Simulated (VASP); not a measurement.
# Al2Cu (P4/mmm) in VASP: notebook, part 2 of 2

VASP 6.6.1. The steps go on from the part before.

## 4. Single point, r2SCAN (strain -0.030 along x and y, +0.000 along z)

POSCAR reads:

```
Al2Cu
1.0
    3.9653874331      0.0000000000      0.0000000000
    0.0000000000      3.9653874331      0.0000000000
    0.0000000000      0.0000000000      2.8513253939
Al Cu
2 1
Direct
    0.5000000000      0.0000000000      0.5000000000
    0.0000000000      0.5000000000      0.5000000000
    0.0000000000      0.0000000000      0.0000000000
```

INCAR.step1 reads:

```
SYSTEM = Al2Cu
ALGO = Normal
EDIFF = 1E-4
ENCUT = 520
GGA = PE
ISMEAR = 0
LASPH = .TRUE.
LCHARG = .FALSE.
LREAL = .FALSE.
LWAVE = .TRUE.
NBANDS = 16
NELM = 80
PREC = Accurate
SIGMA = 0.15
```

INCAR.step2 reads:

```
SYSTEM = Al2Cu
ALGO = Normal
EDIFF = 1E-6
ENCUT = 520
ISIF = 2
ISMEAR = 0
ISTART = 1
LASPH = .TRUE.
LCHARG = .FALSE.
LMIXTAU = .TRUE.
LREAL = .FALSE.
LWAVE = .FALSE.
METAGGA = R2SCAN
NBANDS = 16
NELM = 80
PREC = Accurate
SIGMA = 0.15
```

KPOINTS reads:

```
k-points
0
G
  12 12 16
  0 0 0
```

Potentials or basis: VASP PAW PBE potentials, release 64 (Al, Cu).

The run is started by

```console
> cat potpaw_PBE.64/Al/POTCAR potpaw_PBE.64/Cu/POTCAR > POTCAR
> cp INCAR.step1 INCAR
> mpirun -np 1 vasp_std > vasp.out
> cp INCAR.step2 INCAR
> mpirun -np 1 vasp_std > vasp.out
```

OUTCAR:

```text
SYSTEM = Al2Cu
   EDIFF = 1E-6
   ENCUT = 520
   ISIF = 2
   ISMEAR = 0
   ISTART = 1
   LASPH = .TRUE.
   LREAL = .FALSE.
   METAGGA = R2SCAN
   NELM = 80
   PREC = Accurate

 ion  position               nearest neighbor table
   1  0.500  0.000  0.500-   3 2.44   3 2.44   3 2.44   3 2.44   2 2.80   2 2.80   2 2.80   2 2.80

   2  0.000  0.500  0.500-   3 2.44   3 2.44   3 2.44   3 2.44   1 2.80   1 2.80   1 2.80   1 2.80

   3  0.000  0.000  0.000-   1 2.44   2 2.44   1 2.44   2 2.44   2 2.44   2 2.44   1 2.44   1 2.44
[... 654 lines left out ...]

  FORCE on cell =-STRESS in cart. coord.  units (eV):
  Direction    XX          YY          ZZ          XY          YZ          ZX
  --------------------------------------------------------------------------------------
  -------------------------------------------------------------------------------------
  Total        2.5470097      2.5470097      1.3324610      0.0000000      0.0000000      0.0000000
  in kB       91.0171313     91.0171313     47.6153589      0.0000000      0.0000000      0.0000000
  external PRESSURE =      76.5498738 kB  Pullay stress =       0.0000000 kB

 VOLUME and BASIS-vectors are now :
 -----------------------------------------------------------------------------
  energy-cutoff  :      520.00
  volume of cell :       44.84
      direct lattice vectors                 reciprocal lattice vectors
     3.965387433  0.000000000  0.000000000     0.252182168  0.000000000  0.000000000
     0.000000000  3.965387433  0.000000000     0.000000000  0.252182168  0.000000000
     0.000000000  0.000000000  2.851325394     0.000000000  0.000000000  0.350714093

 POSITION                                       TOTAL-FORCE (eV/Angst)
 -----------------------------------------------------------------------------------
      1.98269      0.00000      1.42566         0.000000      0.000000      0.000000
      0.00000      1.98269      1.42566         0.000000      0.000000      0.000000
      0.00000      0.00000      0.00000         0.000000      0.000000      0.000000
 -----------------------------------------------------------------------------------
    total drift:                                0.000000      0.000000      0.000000

  FREE ENERGIE OF THE ION-ELECTRON SYSTEM (eV)
  ---------------------------------------------------
  free  energy   TOTEN  =       -24.3472628698 eV

  energy  without entropy=      -24.3382445675  energy(sigma->0) =      -24.34275372
```

Wall time 7.3 min (1 thread of Intel Xeon Platinum 8259CL at 2.50GHz (Skylake/Cascade Lake), shared host); peak memory 0.3 GiB.

What came out:

```
Free energy            : -24.3473 eV
Pressure               : 7.7 GPa
Band gap on the k mesh : zero (an odd number of electrons rules out a gap without spin polarisation)
```

Stress tensor (GPa, compression positive):
```
9.10 0.00 0.00
0.00 9.10 0.00
0.00 0.00 4.76
```

Caveat: the cell differs from its parent crystal (strain -0.030 along x and y, +0.000 along z); the cell stands under pressure; the PAW data sets were made with another functional, which shifts forces and pressure a little.

## 5. Single point, r2SCAN (strain -0.015 along x and y, -0.030 along z)

POSCAR reads:

```
Al2Cu
1.0
    4.0267078573      0.0000000000      0.0000000000
    0.0000000000      4.0267078573      0.0000000000
    0.0000000000      0.0000000000      2.7657856321
Al Cu
2 1
Direct
    0.5000000000      0.0000000000      0.5000000000
    0.0000000000      0.5000000000      0.5000000000
    0.0000000000      0.0000000000      0.0000000000
```

INCAR.step1 reads:

```
SYSTEM = Al2Cu
PREC = Accurate
ENCUT = 520
ISMEAR = 0
SIGMA = 0.15
LREAL = .False.
LASPH = .True.
NELM = 100
NBANDS = 16
GGA = PE
ALGO = Normal
EDIFF = 1E-4
LWAVE = .True.
LCHARG = .False.
```

INCAR.step2 reads:

```
SYSTEM = Al2Cu
PREC = Accurate
ENCUT = 520
EDIFF = 1E-6
ISMEAR = 0
SIGMA = 0.15
LREAL = .False.
LASPH = .True.
NELM = 100
ALGO = Normal
ISIF = 2
LWAVE = .False.
LCHARG = .False.
METAGGA = R2SCAN
LMIXTAU = .True.
NBANDS = 16
ISTART = 1
```

KPOINTS reads:

```
Automatic mesh
0
Gamma
  12 12 16
  0 0 0
```

The run is started by

```console
> cat potpaw_PBE.64/Al/POTCAR potpaw_PBE.64/Cu/POTCAR > POTCAR
> cp INCAR.step1 INCAR
> mpirun -np 1 vasp_std > vasp.out
> cp INCAR.step2 INCAR
> mpirun -np 1 vasp_std > vasp.out
```

Wall time 8.1 min (1 thread of Intel Xeon Platinum 8259CL at 2.50GHz (Skylake/Cascade Lake), shared host); peak memory 0.3 GiB.

It converged, with:

```yaml
Free_energy: -24.3619 eV
Pressure: 6.9 GPa
Band_gap_on_the_k_mesh: zero (an odd number of electrons rules out a gap without spin polarisation)
```

Stress tensor (GPa, compression positive):
```
6.28 0.00 0.00
0.00 6.28 0.00
0.00 0.00 8.17
```

Levels at points of the mesh, in eV from the Fermi level:
```
           k point  band 6  band 7  band 8  band 9  band 10  band 11  band 12  band 13
(0.00, 0.00, 0.00)   -4.46   -2.88   -2.88    0.14     0.90     6.77     6.77     7.34
(0.50, 0.00, 0.00)   -4.48   -4.45   -1.46    1.59     1.85     2.22     8.97     8.98
(0.50, 0.50, 0.00)   -4.76   -4.47   -4.47   -2.73     9.08     9.08    10.83    10.97
(0.00, 0.00, 0.50)   -4.55   -3.20    2.70    2.76     2.76     3.00     3.00     3.36
(0.50, 0.00, 0.50)   -4.62   -3.50   -2.59   -1.62     4.15     4.18     4.95     6.11
(0.50, 0.50, 0.50)   -3.86   -2.65   -2.65   -0.91    -0.74     0.48     0.48     2.60
```

Caveat: the cell differs from its parent crystal (strain -0.015 along x and y, -0.030 along z); the cell stands under pressure; the PAW data sets were made with another functional, which shifts forces and pressure a little.

## 6. The runs side by side

| cell | gap on the mesh (eV) | pressure (GPa) |
| --- | --- | --- |
| a = 3.965, b = 3.965, c = 2.766 Å, 3 atoms | none | 11.2 |
| a = 3.965, b = 3.965, c = 2.809 Å, 3 atoms | none | 9.0 |
| a = 3.965, b = 3.965, c = 2.851 Å, 3 atoms | none | 7.7 |
| a = 4.027, b = 4.027, c = 2.766 Å, 3 atoms | none | 6.9 |

Alike in all rows: task single point; level r2SCAN; potentials or basis VASP PAW PBE potentials, release 64 (Al, Cu); no spin polarisation; k mesh 12 × 12 × 16; cutoff (eV) 520; smearing gaussian 0.15 eV.

Caveats: the cell stands under pressure; the PAW data sets were made with another functional, which shifts forces and pressure a little.

Total energies depend on the potentials used, so only differences within one code and one set of settings carry meaning.
